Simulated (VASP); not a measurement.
# HfN (Fm-3m) in VASP: further runs

The runs below take HfN through single point, with LDA.

Everything below comes from runs of VASP 6.6.1. Logs are shortened: lines on timing, memory, paths and dates and some standing lists are left out, and cuts for length are marked.

**1. The cell of the first run**

The structure is cubic, space group Fm-3m (No. 225). Conventional cell: a = 4.388 Å, b = 4.388 Å, c = 4.388 Å, α = 90.00°, β = 90.00°, γ = 90.00°. Within 2.9 Å of Hf (site symmetry m-3m) lie 6 N at 2.19 Å. Within 2.9 Å of N (site symmetry m-3m) lie 6 Hf at 2.19 Å.

**2. Single point, LDA**

Input file INCAR:

```
  PREC = Accurate
  ENCUT = 520
  EDIFF = 1E-7
  ISMEAR = -1
  SIGMA = 0.05
  LREAL = F
  LASPH = T
  NELM = 80
  ALGO = Normal
  ISIF = 2
  LWAVE = F
  LCHARG = F
  GGA = CA
  NBANDS = 14
```

Input file KPOINTS:

```
regular mesh
0
Gamma
  11 11 11
```

Input file POSCAR:

```
HfN
1.0
    0.0000000000      2.1941603919      2.1941603919
    2.1941603919      0.0000000000      2.1941603919
    2.1941603919      2.1941603919      0.0000000000
Hf N
1 1
Direct
    0.0000000000      0.0000000000      0.0000000000
    0.5000000000      0.5000000000      0.5000000000
```

Potentials or basis: VASP PAW LDA potentials, release 64 (Hf_pv, N).

Started as:

```bash
> cat potpaw_LDA.64/Hf_pv/POTCAR potpaw_LDA.64/N/POTCAR > POTCAR
> mpirun -np 1 vasp_std > vasp.out
```

OUTCAR:

```text
PREC = Accurate
   ENCUT = 520
   EDIFF = 1E-7
   ISMEAR = -1
   LREAL = F
   LASPH = T
   NELM = 80
   ISIF = 2
   GGA = CA

 ion  position               nearest neighbor table
   1  0.000  0.000  0.000-   2 2.19   2 2.19   2 2.19   2 2.19   2 2.19   2 2.19
   2  0.500  0.500  0.500-   1 2.19   1 2.19   1 2.19   1 2.19   1 2.19   1 2.19

  LATTYP: Found a face centered cubic cell.
 ALAT       =     4.3883207838

  Lattice vectors:

 A1 = (   0.0000000000,   2.1941603919,   2.1941603919)
 A2 = (   2.1941603919,   0.0000000000,   2.1941603919)
 A3 = (   2.1941603919,   2.1941603919,   0.0000000000)

Analysis of symmetry for initial positions (statically):
=====================================================================
 Subroutine PRICEL returns:
 Original cell was already a primitive cell.

 Routine SETGRP: Setting up the symmetry group for a
 face centered cubic supercell.

 Subroutine GETGRP returns: Found 48 space group operations
 (whereof 48 operations were pure point group operations)
 out of a pool of 48 trial point group operations.

The static configuration has the point symmetry O_h .

Analysis of symmetry for dynamics (positions and initial velocities):
=====================================================================
 Subroutine PRICEL returns:
 Original cell was already a primitive cell.

 Routine SETGRP: Setting up the symmetry group for a
 face centered cubic supercell.

 Subroutine GETGRP returns: Found 48 space group operations
 (whereof 48 operations were pure point group operations)
 out of a pool of 48 trial point group operations.

The dynamic configuration has the point symmetry O_h .

 Subroutine INISYM returns: Found 48 space group operations
 (whereof 48 operations are pure point group operations),
 and found     1 'primitive' translations

----------------------------------------------------------------------------------------

                                     Primitive cell

  volume of cell :      21.1269

  direct lattice vectors                    reciprocal lattice vectors
     0.000000000  2.194160392  2.194160392    -0.227877598  0.227877598  0.227877598
     2.194160392  0.000000000  2.194160392     0.227877598 -0.227877598  0.227877598
     2.194160392  2.194160392  0.000000000     0.227877598  0.227877598 -0.227877598

  length of vectors
     3.103011384  3.103011384  3.103011384     0.394695578  0.394695578  0.394695578

  position of ions in fractional coordinates (direct lattice)
     0.000000000  0.000000000  0.000000000
     0.500000000  0.500000000  0.500000000

  ion indices of the primitive-cell ions
   primitive index   ion index
                 1           1
                 2           2

----------------------------------------------------------------------------------------

 KPOINTS: regular mesh

Automatic generation of k-mesh.
 Grid dimensions read from file:
 generate k-points for:   11   11   11

 Generating k-lattice:

  Cartesian coordinates                     Fractional coordinates (reciprocal lattice)
    -0.020716145  0.020716145  0.020716145     0.090909091  0.000000000  0.000000000
     0.020716145 -0.020716145  0.020716145     0.000000000  0.090909091  0.000000000
     0.020716145  0.020716145 -0.020716145     0.000000000  0.000000000  0.090909091

  Length of vectors
     0.035881416  0.035881416  0.035881416

  Shift w.r.t. Gamma in fractional coordinates (k-lattice)
     0.000000000  0.000000000  0.000000000

 Subroutine IBZKPT returns following result:
 ===========================================

 Found     56 irreducible k-points:

 Following reciprocal coordinates:
            Coordinates               Weight
  0.000000  0.000000  0.000000      1.000000
  0.090909  0.000000  0.000000      8.000000
  0.181818  0.000000  0.000000      8.000000
  0.272727  0.000000  0.000000      8.000000
  0.363636  0.000000  0.000000      8.000000
  0.454545  0.000000  0.000000      8.000000
[... 16 lines left out ...]
 -0.272727  0.181818  0.000000     24.000000
 -0.181818  0.181818  0.000000     12.000000
 [... further k-points ...]
   k-points           NKPTS =     56   k-points in BZ     NKDIM =     56   number of bands    NBANDS=     14
   number of dos      NEDOS =    301   number of ions     NIONS =      2
   total plane-waves  NPLWV =  13824
   dimension x,y,z NGX =    24 NGY =   24 NGZ =   24
   dimension x,y,z NGXF=    48 NGYF=   48 NGZF=   48
   ions per type =               1   1
   NGX,Y,Z   is equivalent  to a cutoff of  12.86, 12.86, 12.86 a.u.
   NGXF,Y,Z  is equivalent  to a cutoff of  25.72, 25.72, 25.72 a.u.
 SYSTEM =  unknown system
   PREC   = accura    normal or accurate (medium, high low for compatibility)
   ISTART =      0    job   : 0-new  1-cont  2-samecut
   ICHARG =      2    charge: 1-file 2-atom 10-const
   ISPIN  =      1    spin polarized calculation?
   LNONCOLLINEAR =      F non collinear calculations
   LSORBIT =      F    spin-orbit coupling
   LASPH  =      T    aspherical Exc in radial PAW
   ENCUT  =  520.0 eV  38.22 Ry    6.18 a.u.   5.77  5.77  5.77*2*pi/ulx,y,z
   NELM   =     80;   NELMIN=  2; NELMDL= -5     # of ELM steps
   EDIFF  = 0.1E-06   stopping-criterion for ELM
   LREAL  =      F    real-space projection
   EDIFFG = 0.1E-05   stopping-criterion for IOM
   NSW    =      0    number of steps for IOM
   IBRION =     -1    ionic relax: 0-MD 1-quasi-New 2-CG
   NFREE  =      0    steps in history (QN), initial steepest desc. (CG)
   ISIF   =      2    stress and relaxation
   ISYM   =      2    0-nonsym 1-usesym 2-fastsym
   POTIM  = 0.5000    time-step for ionic-motion
   TEBEG  =    0.0;   TEEND  =   0.0 temperature during run
   PSTRESS=    0.0 pullay stress
   NELECT =      15.0000    total number of electrons
   NUPDOWN=      -1.0000    fix difference up-down
   EMIN   =  10.00;   EMAX   =-10.00  energy-range for DOS
   EFERMI =   0.00;   METHOD = LEGACY
   ISMEAR =    -1;   SIGMA  =   0.05  broadening in eV -4-tet -1-fermi 0-gaus
   EFERMI_NEDOS =   21; number of points for ismear=-14 and -15
   IALGO  =     38    algorithm
   IMIX   =      4    mixing-type and parameters
     AMIX     =   0.40;   BMIX     =  1.00
     AMIX_MAG =   1.60;   BMIX_MAG =  1.00
  volume/ion in A,a.u.               =      10.56        71.29
  Fermi-wavevector in a.u.,A,eV,Ry     =   1.460473  2.759894 29.020976  2.132982
  Thomas-Fermi vector in A             =   2.576918
   LORBIT       =      0    0 simple, 1 ext, 2 COOP (PROOUT), +10 PAW based schemes
   GGA     = CA    functional components
   LHFCALC =     F    Hartree Fock is set to
   AEXX    =    0.0000 exact exchange contribution
   IVDW    =     0    specifies the selected vdW correction
   LEPSILON=     F    determine dielectric tensor
   LRPA    =     F    only Hartree local field effects (RPA)
 non-spin polarized calculation
  energy-cutoff  :      520.00
  volume of cell :       21.13
 maximum number of plane-waves:       578
   NGX = 11   NGY = 11   NGZ = 11

 number of electron      15.0000003 magnetization

 Free energy of the ion-electron system (eV)
  ---------------------------------------------------
  ext. energy  EPLUGINS =         0.00000000
  ---------------------------------------------------
  free energy    TOTEN  =       -23.80945415 eV

  energy without entropy =      -23.80330815  energy(sigma->0) =      -23.80638115

 E-fermi :   8.9401     XC(G=0): -13.4355

 val. band max:        8.8676611180   @ k =   0.0909   0.0000   0.0000
 cond. band min:       8.9456323680   @ k =   0.4545   0.1818   0.0000
 fundamental gap:      0.0779712500
 Fermi energy:         8.9401182564

 k-point     1 :       0.0000    0.0000    0.0000
  band No.  band energies     occupation
      1     -21.5828      2.00000
      2     -21.5828      2.00000
      3     -21.5828      2.00000
      4      -8.7339      2.00000
      5       5.9666      2.00000
      6       5.9666      2.00000
      7       5.9666      2.00000
      8       8.5610      1.99898
      9       8.5610      1.99898
     10       8.5610      1.99898
     11      11.1349      0.00000
     12      11.1349      0.00000
     13      11.8904      0.00000
     14      18.8642      0.00000

 k-point     2 :       0.0909    0.0000    0.0000
  band No.  band energies     occupation
      1     -21.7043      2.00000
      2     -21.5920      2.00000
      3     -21.5920      2.00000
      4      -8.4984      2.00000
      5       5.1480      2.00000
      6       5.4290      2.00000
      7       5.4290      2.00000
      8       8.8167      1.84386
      9       8.8677      1.61973
     10       8.8677      1.61973
     11      11.8481      0.00000
     12      11.8481      0.00000
     13      12.4444      0.00000
     14      19.5722      0.00000

 k-point     3 :       0.1818    0.0000    0.0000
  band No.  band energies     occupation
      1     -22.0152      2.00000
      2     -21.6167      2.00000
      3     -21.6167      2.00000
      4      -7.8601      2.00000
      5       3.5762      2.00000
      6       4.4146      2.00000
      7       4.4146      2.00000
      8       9.2310      0.00593
      9       9.6334      0.00000
     10       9.6334      0.00000
     11      13.4898      0.00000
     12      13.4898      0.00000
     13      13.6930      0.00000
     14      20.7649      0.00000
[... 324 lines left out ...]
 k-point    23 :      -0.2727    0.1818    0.0000
  band No.  band energies     occupation
      1     -22.5580      2.00000
      2     -21.9617      2.00000
      3     -21.6720      2.00000
      4      -6.3130      2.00000
      5       0.9575      2.00000
      6       2.7712      2.00000
      7       3.5886      2.00000
      8      10.5620      0.00000
      9      11.0702      0.00000
     10      13.0108      0.00000
     11      14.0600      0.00000
     12      17.0814      0.00000
     13      18.4483      0.00000
     14      20.7475      0.00000

 k-point    24 :      -0.1818    0.1818    0.0000
  band No.  band energies     occupation
      1     -22.3509      2.00000
      2     -21.8613      2.00000
      3     -21.6265      2.00000
      4      -6.8757      2.00000
      5       1.7244      2.00000
      6       3.1234      2.00000
      7       4.0622      2.00000
      8       9.9515      0.00000
      9      10.1248      0.00000
     10      12.4828      0.00000
     11      12.8378      0.00000
     12      16.0653      0.00000
     13      17.0291      0.00000
     14      20.7597      0.00000

 [... further k-points ...]
[... 5 lines left out ...]
  --------------------------------------------------------------------------------------
  -------------------------------------------------------------------------------------
  Total        2.2787464      2.2787464      2.2787464      0.0000000      0.0000000      0.0000000
  in kB      172.8110318    172.8110318    172.8110318      0.0000000      0.0000000      0.0000000
  external PRESSURE =     172.8110318 kB  Pullay stress =       0.0000000 kB

 VOLUME and BASIS-vectors are now :
 -----------------------------------------------------------------------------
  energy-cutoff  :      520.00
  volume of cell :       21.13
      direct lattice vectors                 reciprocal lattice vectors
     0.000000000  2.194160392  2.194160392    -0.227877598  0.227877598  0.227877598
     2.194160392  0.000000000  2.194160392     0.227877598 -0.227877598  0.227877598
     2.194160392  2.194160392  0.000000000     0.227877598  0.227877598 -0.227877598

 POSITION                                       TOTAL-FORCE (eV/Angst)
 -----------------------------------------------------------------------------------
      0.00000      0.00000      0.00000        -0.000000     -0.000000     -0.000000
      2.19416      2.19416      2.19416         0.000000      0.000000      0.000000
 -----------------------------------------------------------------------------------
    total drift:                                0.000000     -0.000000     -0.000000

  FREE ENERGIE OF THE ION-ELECTRON SYSTEM (eV)
  ---------------------------------------------------
  free  energy   TOTEN  =       -23.8094541527 eV

  energy  without entropy=      -23.8033081476  energy(sigma->0) =      -23.80638115
```

Wall time 5.3 s (1 thread of Intel Xeon 6975P-C (Granite Rapids), shared host); peak memory 0.14 GiB.

What came out:

```yaml
Free_energy: -23.8095 eV
Pressure: 17.3 GPa
```

Levels at points of the mesh, in eV from the Fermi level:
| k point | band 4 | band 5 | band 6 | band 7 | band 8 | band 9 | band 10 | band 11 | band 12 | band 13 |
| --- | --- | --- | --- | --- | --- | --- | --- | --- | --- | --- |
| (0.00, 0.00, 0.00) | -17.67 | -2.97 | -2.97 | -2.97 | -0.38 | -0.38 | -0.38 | 2.19 | 2.19 | 2.95 |

Caveat: spin-orbit coupling is left out, which moves the levels of the heavy elements.

**3. Single point, LDA**

This run uses another cell than the first one, of 10.87 Å³/atom, 1.029 times its volume.

Input file INCAR:

```
PREC     = Accurate       # precision mode
ENCUT    = 520            # plane-wave cutoff, eV
EDIFF    = 1E-7           # SCF threshold, eV
ISMEAR   = -1             # smearing method
SIGMA    = 0.05           # smearing width, eV
LREAL    = F              # projectors in reciprocal space
LASPH    = T              # aspherical terms in the spheres
NELM     = 80             # most SCF steps
ALGO     = Normal         # electronic algorithm
ISIF     = 2              # what is computed and relaxed
LWAVE    = F              # write WAVECAR
LCHARG   = F              # write CHGCAR
NBANDS   = 14             # bands
```

KPOINTS is that of step 2.

Input file POSCAR:

```
HfN
1.0
    0.0000000000      2.2151584180      2.2151584180
    2.2151584180      0.0000000000      2.2151584180
    2.2151584180      2.2151584180      0.0000000000
Hf N
1 1
Direct
    0.0000000000      0.0000000000      0.0000000000
    0.5000000000      0.5000000000      0.5000000000
```

Potentials or basis: VASP PAW LDA potentials, release 64 (Hf_pv, N).

Started as:

```bash
> cat potpaw_LDA.64/Hf_pv/POTCAR potpaw_LDA.64/N/POTCAR > POTCAR
> mpirun -np 1 vasp_std > vasp.out
```

Run time: 5.8 s. Hardware: 1 thread of Intel Xeon 6975P-C (Granite Rapids), shared host; peak memory 0.13 GiB.

The run converged. Its results:

```
Free energy : -23.8558 eV
Pressure    : 7.0 GPa
```

Levels at points of the mesh, in eV from the Fermi level:
```
           k point  band 6  band 7  band 8  band 9  band 10  band 11
(0.00, 0.00, 0.00)   -2.95   -2.95   -0.36   -0.36    -0.36     2.12
```

Caveat: spin-orbit coupling is left out, which moves the levels of the heavy elements.
